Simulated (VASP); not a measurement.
# Ba (Cmcm) in VASP: further runs

Runs on Ba. Level: PBE. Tasks: single point.

Program: VASP 6.6.1. These are calculated values, not measurements. Logs are shortened: lines on timing, memory, paths and dates and some standing lists are left out, and cuts for length are marked.

**1. The cell of the first run**

The structure is orthorhombic, space group Cmcm (No. 63). The conventional cell has a = 7.184 Å, b = 5.034 Å, c = 7.190 Å, α = 90.00°, β = 90.00°, γ = 90.00°. Ba (site symmetry m2m) has 14 Ba at 4.37 to 5.08 Å within 5.7 Å.

**2. Single point, PBE**

Contents of INCAR:

```
ALGO = Normal
EDIFF = 1E-6
ENCUT = 520
GGA = PE
ISIF = 2
ISMEAR = -1
LASPH = T
LCHARG = F
LREAL = F
LWAVE = F
NBANDS = 17
NELM = 60
PREC = Accurate
SIGMA = 0.1
```

Contents of KPOINTS:

```
k-points
0
Gamma
  6 6 3
```

Contents of POSCAR:

```
Ba
1.0
    3.5917737300     -2.5169042300      0.0000000000
    3.5917737300      2.5169042300      0.0000000000
    0.0000000000      0.0000000000      7.1900451800
Ba
2
Direct
    0.2532260300      0.7467739700      0.7500000000
    0.7467739700      0.2532260300      0.2500000000
```

Potentials or basis: VASP PAW PBE potentials, release 64 (Ba_sv).

On the command line:

```bash
> cat potpaw_PBE.64/Ba_sv/POTCAR > POTCAR
> mpirun -np 1 vasp_std > vasp.out
```

OUTCAR:

```text
EDIFF = 1E-6
   ENCUT = 520
   GGA = PE
   ISIF = 2
   ISMEAR = -1
   LASPH = T
   LREAL = F
   NELM = 60
   PREC = Accurate

 ion  position               nearest neighbor table
   1  0.253  0.747  0.750-   2 4.37   2 4.37   2 4.41   2 4.41
   2  0.747  0.253  0.250-   1 4.37   1 4.37   1 4.41   1 4.41

  LATTYP: Found a base centered orthorhombic cell.
 ALAT       =     5.0338084600
 B/A-ratio  =     1.4270601508
 C/A-ratio  =     1.4283509667

  Lattice vectors:

 A1 = (  -3.5917737300,  -2.5169042300,   0.0000000000)
 A2 = (   3.5917737300,  -2.5169042300,   0.0000000000)
 A3 = (   0.0000000000,   0.0000000000,   7.1900451800)

Analysis of symmetry for initial positions (statically):
=====================================================================
 Subroutine PRICEL returns:
 Original cell was already a primitive cell.

 Routine SETGRP: Setting up the symmetry group for a
 base centered orthorhombic supercell.

 Subroutine GETGRP returns: Found  8 space group operations
 (whereof  4 operations were pure point group operations)
 out of a pool of  8 trial point group operations.

The static configuration has the point symmetry C_2h.
 The point group associated with its full space group is D_2h.

Analysis of symmetry for dynamics (positions and initial velocities):
=====================================================================
 Subroutine PRICEL returns:
 Original cell was already a primitive cell.

 Routine SETGRP: Setting up the symmetry group for a
 base centered orthorhombic supercell.

 Subroutine GETGRP returns: Found  8 space group operations
 (whereof  4 operations were pure point group operations)
 out of a pool of  8 trial point group operations.

The dynamic configuration has the point symmetry C_2h.
 The point group associated with its full space group is D_2h.

 Subroutine INISYM returns: Found  8 space group operations
 (whereof  4 operations are pure point group operations),
 and found     1 'primitive' translations

----------------------------------------------------------------------------------------

                                     Primitive cell

  volume of cell :     129.9982

  direct lattice vectors                    reciprocal lattice vectors
     3.591773730 -2.516904230  0.000000000     0.139206987 -0.198656744  0.000000000
     3.591773730  2.516904230  0.000000000     0.139206987  0.198656744  0.000000000
     0.000000000  0.000000000  7.190045180     0.000000000  0.000000000  0.139081184

  length of vectors
     4.385846034  4.385846034  7.190045180     0.242575941  0.242575941  0.139081184

  position of ions in fractional coordinates (direct lattice)
     0.253226030  0.746773970  0.750000000
     0.746773970  0.253226030  0.250000000

  ion indices of the primitive-cell ions
   primitive index   ion index
                 1           1
                 2           2

----------------------------------------------------------------------------------------

 KPOINTS: k-points

Automatic generation of k-mesh.
 Grid dimensions read from file:
 generate k-points for:    6    6    3

 Generating k-lattice:

  Cartesian coordinates                     Fractional coordinates (reciprocal lattice)
     0.023201165 -0.033109457  0.000000000     0.166666667  0.000000000  0.000000000
     0.023201165  0.033109457  0.000000000     0.000000000  0.166666667  0.000000000
     0.000000000  0.000000000  0.046360395     0.000000000  0.000000000  0.333333333

  Length of vectors
     0.040429324  0.040429324  0.046360395

  Shift w.r.t. Gamma in fractional coordinates (k-lattice)
     0.000000000  0.000000000  0.000000000

 Subroutine IBZKPT returns following result:
 ===========================================

 Found     26 irreducible k-points:

 Following reciprocal coordinates:
            Coordinates               Weight
  0.000000  0.000000  0.000000      1.000000
  0.166667  0.000000  0.000000      4.000000
  0.333333  0.000000  0.000000      4.000000
  0.500000  0.000000  0.000000      2.000000
  0.166667  0.166667  0.000000      2.000000
  0.333333  0.166667  0.000000      4.000000
[... 16 lines left out ...]
  0.333333  0.333333  0.333333      4.000000
  0.500000  0.333333  0.333333      8.000000
 [... further k-points ...]
   k-points           NKPTS =     26   k-points in BZ     NKDIM =     26   number of bands    NBANDS=     17
   number of dos      NEDOS =    301   number of ions     NIONS =      2
   total plane-waves  NPLWV =  69984
   dimension x,y,z NGX =    36 NGY =   36 NGZ =   54
   dimension x,y,z NGXF=    72 NGYF=   72 NGZF=  108
   ions per type =               2
   NGX,Y,Z   is equivalent  to a cutoff of  13.65, 13.65, 12.49 a.u.
   NGXF,Y,Z  is equivalent  to a cutoff of  27.29, 27.29, 24.97 a.u.
 SYSTEM =  unknown system
   PREC   = accura    normal or accurate (medium, high low for compatibility)
   ISTART =      0    job   : 0-new  1-cont  2-samecut
[... 102 lines left out ...]
      3     -12.7017      2.00000
      4     -12.7008      2.00000
      5     -12.5432      2.00000
      6     -12.5258      2.00000
[... 9 lines left out ...]
     16       4.5327      0.00000
     17       5.1335      0.00000

 k-point     5 :       0.1667    0.1667    0.0000
  band No.  band energies     occupation
      1     -27.3845      2.00000
      2     -27.3493      2.00000
      3     -12.7450      2.00000
      4     -12.5291      2.00000
      5     -12.4710      2.00000
      6     -12.4379      2.00000
[... 9 lines left out ...]
     16       3.8592      0.00000
     17       4.3331      0.00000

 k-point     6 :       0.3333    0.1667    0.0000
  band No.  band energies     occupation
      1     -27.3722      2.00000
      2     -27.3438      2.00000
      3     -12.6899      2.00000
      4     -12.6252      2.00000
      5     -12.6064      2.00000
      6     -12.4654      2.00000
[... 9 lines left out ...]
     16       4.5622      0.00000
     17       4.8828      0.00000

 k-point     7 :       0.5000    0.1667    0.0000
  band No.  band energies     occupation
      1     -27.3596      2.00000
      2     -27.3454      2.00000
      3     -12.6929      2.00000
      4     -12.6897      2.00000
      5     -12.6004      2.00000
      6     -12.4664      2.00000
[... 9 lines left out ...]
     16       4.9136      0.00000
     17       5.0454      0.00000

 k-point     8 :      -0.3333    0.1667    0.0000
  band No.  band energies     occupation
      1     -27.3582      2.00000
      2     -27.3538      2.00000
      3     -12.6395      2.00000
      4     -12.6270      2.00000
      5     -12.5636      2.00000
      6     -12.5052      2.00000
[... 9 lines left out ...]
     16       4.7563      0.00000
     17       5.2181      0.00000
[... 203 lines left out ...]
      1     -27.3651      2.00000
      2     -27.3509      2.00000
      3     -12.6823      2.00000
      4     -12.6272      2.00000
      5     -12.5461      2.00000
      6     -12.4721      2.00000
[... 9 lines left out ...]
     16       3.8879      0.00000
     17       4.8663      0.00000

 k-point    20 :       0.5000    0.1667    0.3333
  band No.  band energies     occupation
      1     -27.3561      2.00000
      2     -27.3490      2.00000
      3     -12.7436      2.00000
      4     -12.7234      2.00000
      5     -12.5365      2.00000
      6     -12.5199      2.00000
[... 9 lines left out ...]
     16       4.5432      0.00000
     17       5.1579      0.00000

 k-point    21 :      -0.3333    0.1667    0.3333
  band No.  band energies     occupation
      1     -27.3571      2.00000
      2     -27.3549      2.00000
      3     -12.7112      2.00000
      4     -12.7020      2.00000
      5     -12.5354      2.00000
      6     -12.5074      2.00000
[... 9 lines left out ...]
     16       4.8895      0.00000
     17       5.2018      0.00000

 k-point    22 :      -0.1667    0.1667    0.3333
  band No.  band energies     occupation
      1     -27.3702      2.00000
      2     -27.3597      2.00000
      3     -12.6878      2.00000
      4     -12.6098      2.00000
      5     -12.4566      2.00000
      6     -12.4564      2.00000
[... 9 lines left out ...]
     16       4.8345      0.00000
     17       5.0588      0.00000

 k-point    23 :       0.3333    0.3333    0.3333
  band No.  band energies     occupation
      1     -27.3581      2.00000
      2     -27.3428      2.00000
      3     -12.6593      2.00000
      4     -12.6357      2.00000
      5     -12.5779      2.00000
      6     -12.5697      2.00000
[... 9 lines left out ...]
     16       3.9155      0.00000
     17       4.5928      0.00000

 k-point    24 :       0.5000    0.3333    0.3333
  band No.  band energies     occupation
      1     -27.3517      2.00000
      2     -27.3395      2.00000
      3     -12.7105      2.00000
      4     -12.6877      2.00000
      5     -12.6118      2.00000
      6     -12.5603      2.00000
[... 9 lines left out ...]
     16       4.2177      0.00000
     17       4.9932      0.00000

 [... further k-points ...]

------------------------ aborting loop because EDIFF is reached ----------------------------------------

  FORCE on cell =-STRESS in cart. coord.  units (eV):
  Direction    XX          YY          ZZ          XY          YZ          ZX
  --------------------------------------------------------------------------------------
  -------------------------------------------------------------------------------------
  Total       -0.1281317     -0.0682980     -0.1526422      0.0000000      0.0000000      0.0000000
  in kB       -1.5791742     -0.8417463     -1.8812562      0.0000000      0.0000000      0.0000000
  external PRESSURE =      -1.4340589 kB  Pullay stress =       0.0000000 kB

 VOLUME and BASIS-vectors are now :
 -----------------------------------------------------------------------------
  energy-cutoff  :      520.00
  volume of cell :      130.00
      direct lattice vectors                 reciprocal lattice vectors
     3.591773730 -2.516904230  0.000000000     0.139206987 -0.198656744  0.000000000
     3.591773730  2.516904230  0.000000000     0.139206987  0.198656744  0.000000000
     0.000000000  0.000000000  7.190045180     0.000000000  0.000000000  0.139081184

 POSITION                                       TOTAL-FORCE (eV/Angst)
 -----------------------------------------------------------------------------------
      3.59177      1.24221      5.39253         0.000000      0.020884     -0.000000
      3.59177     -1.24221      1.79751         0.000000     -0.020884      0.000000
 -----------------------------------------------------------------------------------
    total drift:                                0.000000     -0.000000     -0.000000

  FREE ENERGIE OF THE ION-ELECTRON SYSTEM (eV)
  ---------------------------------------------------
  free  energy   TOTEN  =        -3.8605363777 eV

  energy  without entropy=       -3.7714388027  energy(sigma->0) =       -3.81598759
```

Wall time 32 s (1 thread of Intel Xeon Platinum 8488C (Sapphire Rapids), shared host); peak memory 0.25 GiB.

Results:

```
Free energy            : -3.8605 eV
Pressure               : -0.1 GPa
Largest force          : 0.021 eV/Å
Band gap on the k mesh : zero (bands 10 and 11 overlap by 0.77 eV)
```

Forces in eV/Å, atoms in the order of the input:
```
Ba   0.000  0.021  0.000
Ba   0.000 -0.021  0.000
```

Levels at points of the mesh, in eV from the Fermi level:
| k point | band 8 | band 9 | band 10 | band 11 | band 12 | band 13 |
| --- | --- | --- | --- | --- | --- | --- |
| (0.00, 0.00, 0.00) | -13.93 | -2.76 | -0.90 | 0.71 | 1.11 | 1.73 |
| (0.50, 0.00, 0.00) | -13.97 | -0.49 | -0.46 | 0.42 | 0.47 | 0.82 |
| (0.50, 0.50, 0.00) | -13.93 | -0.90 | -0.54 | -0.52 | 0.71 | 1.12 |

Caveat: spin-orbit coupling is left out, which moves the levels of the heavy elements.

**3. Single point, PBE**

Contents of INCAR:

```
SYSTEM = Ba
PREC     = Accurate       ! precision mode
ENCUT    = 520            ! plane-wave cutoff, eV
EDIFF    = 1E-7           ! SCF threshold, eV
ISMEAR   = -1             ! smearing method
SIGMA    = 0.1            ! smearing width, eV
LREAL    = .False.        ! projectors in reciprocal space
LASPH    = .True.         ! aspherical terms in the spheres
NELM     = 80             ! most SCF steps
ALGO     = Normal         ! electronic algorithm
ISIF     = 2              ! what is computed and relaxed
LWAVE    = .False.        ! write WAVECAR
LCHARG   = .True.         ! write CHGCAR
GGA      = PE             ! functional
LELF     = .True.         ! ELF
LVHAR    = .True.       
NBANDS   = 17             ! bands
```

Contents of KPOINTS:

```
regular mesh
0
Gamma
  6 6 3
  0 0 0
```

POSCAR is that of step 2.

Potentials or basis: VASP PAW PBE potentials, release 64 (Ba_sv).

On the command line:

```bash
> cat potpaw_PBE.64/Ba_sv/POTCAR > POTCAR
> mpirun -np 1 vasp_std > vasp.out
```

Wall time 34 s (1 thread of Intel Xeon Platinum 8488C (Sapphire Rapids), shared host); peak memory 0.26 GiB.

It converged, with:

```
Free energy            : -3.8605 eV
Pressure               : -0.1 GPa
Largest force          : 0.021 eV/Å
Band gap on the k mesh : zero (bands 10 and 11 overlap by 0.77 eV)
```

Forces on the atoms (eV/Å):
```
Ba   0.000  0.021  0.000
Ba   0.000 -0.021  0.000
```

Stress tensor (GPa, compression positive):
```
-0.16  0.00  0.00
 0.00 -0.08  0.00
 0.00  0.00 -0.19
```

Levels at points of the mesh, in eV from the Fermi level:
```tsv
k point	band 6	band 7	band 8	band 9	band 10	band 11	band 12	band 13	band 14	band 15
(0.00, 0.00, 0.00)	-13.93	-13.93	-13.93	-2.76	-0.90	0.71	1.11	1.73	1.79	1.79
(0.50, 0.00, 0.00)	-14.10	-13.98	-13.98	-0.49	-0.46	0.42	0.47	0.82	0.82	2.94
(0.50, 0.50, 0.00)	-14.21	-14.06	-13.93	-0.90	-0.54	-0.52	0.71	1.12	3.03	3.62
```

Caveat: spin-orbit coupling is left out, which moves the levels of the heavy elements.

**4. Single point, PBE**

Contents of INCAR:

```
SYSTEM = Ba
  PREC = Accurate
  ENCUT = 520
  EDIFF = 1E-6
  ISMEAR = -1
  SIGMA = 0.05
  LREAL = .False.
  LASPH = .True.
  NELM = 80
  ALGO = Normal
  ISIF = 2
  LWAVE = .False.
  LCHARG = .True.
  GGA = PE
  LELF = .True.
  LVHAR = .True.
  NBANDS = 17
```

KPOINTS is that of step 3.

POSCAR is that of step 3.

On the command line:

```bash
> cat potpaw_PBE.64/Ba_sv/POTCAR > POTCAR
> mpirun -np 1 vasp_std > vasp.out
```

Wall time 32 s (1 thread of Intel Xeon Platinum 8488C (Sapphire Rapids), shared host); peak memory 0.26 GiB.

The run converged. Its results:

```
Free energy            : -3.8276 eV
Pressure               : -0.2 GPa
Largest force          : 0.021 eV/Å
Band gap on the k mesh : zero (bands 10 and 11 overlap by 0.77 eV)
```

Forces in eV/Å, atoms in the order of the input:
```
Ba   0.000  0.021  0.000
Ba   0.000 -0.021  0.000
```

Stress tensor (GPa, compression positive):
```
-0.19  0.00  0.00
 0.00 -0.04  0.00
 0.00  0.00 -0.23
```

Levels at points of the mesh, in eV from the Fermi level:
| k point | band 6 | band 7 | band 8 | band 9 | band 10 | band 11 | band 12 | band 13 | band 14 | band 15 |
| --- | --- | --- | --- | --- | --- | --- | --- | --- | --- | --- |
| (0.00, 0.00, 0.00) | -13.94 | -13.94 | -13.93 | -2.76 | -0.90 | 0.71 | 1.11 | 1.73 | 1.79 | 1.79 |
| (0.50, 0.00, 0.00) | -14.10 | -13.98 | -13.98 | -0.49 | -0.47 | 0.42 | 0.47 | 0.82 | 0.82 | 2.94 |
| (0.50, 0.50, 0.00) | -14.22 | -14.06 | -13.94 | -0.90 | -0.54 | -0.52 | 0.71 | 1.11 | 3.03 | 3.62 |

Caveat: spin-orbit coupling is left out, which moves the levels of the heavy elements.

**5. Single point, PBE**

Contents of INCAR:

```
  PREC = Accurate
  ENCUT = 520
  EDIFF = 1E-6
  ISMEAR = -1
  SIGMA = 0.05
  LREAL = False
  LASPH = True
  NELM = 80
  ALGO = Fast
  ISIF = 2
  LWAVE = False
  LCHARG = False
  GGA = PE
  NBANDS = 17
```

Contents of KPOINTS:

```
regular mesh
0
Gamma
  6 6 3
```

POSCAR is that of step 4.

On the command line:

```bash
> cat potpaw_PBE.64/Ba_sv/POTCAR > POTCAR
> mpirun -np 1 vasp_std > vasp.out
```

It took 32 s on 1 thread of Intel Xeon Platinum 8488C (Sapphire Rapids), shared host; peak memory 0.25 GiB.

Results (log left out):

```yaml
Free_energy: -3.8276 eV
Pressure: -0.2 GPa
Largest_force: 0.021 eV/Å
Band_gap_on_the_k_mesh: zero (bands 10 and 11 overlap by 0.77 eV)
```

Forces on the atoms (eV/Å):
```
Ba   0.000  0.021  0.000
Ba   0.000 -0.021  0.000
```

Stress tensor (GPa, compression positive):
```
-0.19  0.00  0.00
 0.00 -0.04  0.00
 0.00  0.00 -0.23
```

Levels at points of the mesh, in eV from the Fermi level:
```
           k point  band 6  band 7  band 8  band 9  band 10  band 11  band 12  band 13  band 14  band 15
(0.00, 0.00, 0.00)  -13.94  -13.94  -13.93   -2.76    -0.90     0.71     1.11     1.73     1.79     1.79
(0.50, 0.00, 0.00)  -14.10  -13.98  -13.98   -0.49    -0.47     0.42     0.47     0.82     0.82     2.94
(0.50, 0.50, 0.00)  -14.22  -14.06  -13.94   -0.90    -0.54    -0.52     0.71     1.11     3.03     3.62
```

Caveat: spin-orbit coupling is left out, which moves the levels of the heavy elements.

**6. Single point, PBE**

Contents of INCAR:

```
SYSTEM = Ba
  ALGO = Normal
  EDIFF = 1E-6
  ENCUT = 520
  GGA = PE
  ISIF = 2
  ISMEAR = -1
  LASPH = .True.
  LCHARG = .False.
  LREAL = .False.
  LWAVE = .False.
  NBANDS = 17
  NELM = 100
  PREC = Accurate
  SIGMA = 0.05
```

Contents of KPOINTS:

```
k-points
0
Gamma
  6 6 4
  0 0 0
```

POSCAR is that of step 5.

Potentials or basis: VASP PAW PBE potentials, release 64 (Ba_sv).

On the command line:

```bash
> cat potpaw_PBE.64/Ba_sv/POTCAR > POTCAR
> mpirun -np 1 vasp_std > vasp.out
```

Wall time 41 s (1 thread of Intel Xeon Platinum 8488C (Sapphire Rapids), shared host); peak memory 0.27 GiB.

The run converged. Its results:

* Free energy: -3.8228 eV
* Pressure: -0.1 GPa
* Largest force: 0.022 eV/Å
* Band gap on the k mesh: zero (bands 10 and 11 overlap by 0.77 eV)

Forces in eV/Å, atoms in the order of the input:
```
Ba   0.000  0.022  0.000
Ba   0.000 -0.022  0.000
```

Stress tensor (GPa, compression positive):
```
-0.19  0.00  0.00
 0.00 -0.09  0.00
 0.00  0.00 -0.15
```

Levels at points of the mesh, in eV from the Fermi level:
```tsv
k point	band 6	band 7	band 8	band 9	band 10	band 11	band 12	band 13	band 14	band 15
(0.00, 0.00, 0.00)	-13.92	-13.92	-13.92	-2.75	-0.89	0.72	1.12	1.74	1.80	1.80
(0.50, 0.00, 0.00)	-14.09	-13.97	-13.97	-0.48	-0.45	0.43	0.48	0.83	0.83	2.95
(0.50, 0.50, 0.00)	-14.20	-14.05	-13.92	-0.89	-0.53	-0.51	0.72	1.13	3.04	3.63
(0.00, 0.00, 0.50)	-13.99	-13.92	-13.92	-1.77	-1.77	1.11	1.11	1.17	1.17	2.86
(0.50, 0.00, 0.50)	-14.06	-13.92	-13.92	-0.88	-0.88	0.66	0.66	1.15	1.15	3.12
(0.50, 0.50, 0.50)	-14.13	-14.07	-14.07	-0.23	-0.23	0.14	0.14	1.77	1.77	1.86
```

Caveat: spin-orbit coupling is left out, which moves the levels of the heavy elements.

**7. Overview**

```csv
k mesh,smearing,gap on the mesh (eV),pressure (GPa),largest force (eV/Å)
6 × 6 × 3,fermi-dirac 0.1 eV,none,-0.1,0.02
6 × 6 × 3,fermi-dirac 0.05 eV,none,-0.2,0.02
6 × 6 × 4,fermi-dirac 0.05 eV,none,-0.1,0.02
```

Alike in all rows: task single point; level PBE; potentials or basis VASP PAW PBE potentials, release 64 (Ba_sv); no spin polarisation; cell as given; cutoff (eV) 520.

Caveats: spin-orbit coupling is left out, which moves the levels of the heavy elements.

Total energies depend on the potentials used, so only differences within one code and one set of settings carry meaning.
